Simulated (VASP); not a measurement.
Runs of VASP 6.6.1 on Mg3Co. The structure is that of space group Fm-3m (No. 225), or close to it. The cells are those of the table. 

| cell | gap on the mesh (eV) | pressure (GPa) | moment (μB) |
| --- | --- | --- | --- |
| a = 4.602 Å, angles 60.0°, 4 atoms | none | 0.3 | 0.50 |
| a = 4.540 Å, angles 60.0°, 4 atoms | none | 2.9 | 0.46 |
| a = 4.633 Å, angles 60.0°, 4 atoms | none | -0.8 | (b) |
| a = 4.571 Å, angles 60.0°, 4 atoms | none | 1.5 | 0.48 |
| a = 4.508 Å, angles 60.0°, 4 atoms | none | (a) | 0.43 |
| a = 4.663 Å, angles 60.0°, 4 atoms | none | -2.0 | 0.56 |
| a = 4.692 Å, angles 60.0°, 4 atoms | none | -2.8 | 0.61 |

Alike in all rows: task single point; level PBE; potentials or basis VASP PAW PBE potentials, release 64 (Co, Mg); spin collinear, ferromagnetic start; k mesh 7 × 7 × 7; cutoff (eV) 520; smearing fermi-dirac 0.05 eV.

Q: Estimate the missing entries.

A: (a) 4.5; (b) 0.53.

Caveats: the cell stands under pressure (at least some runs).

A gap of «none» marks levels without a gap at the run's occupations.
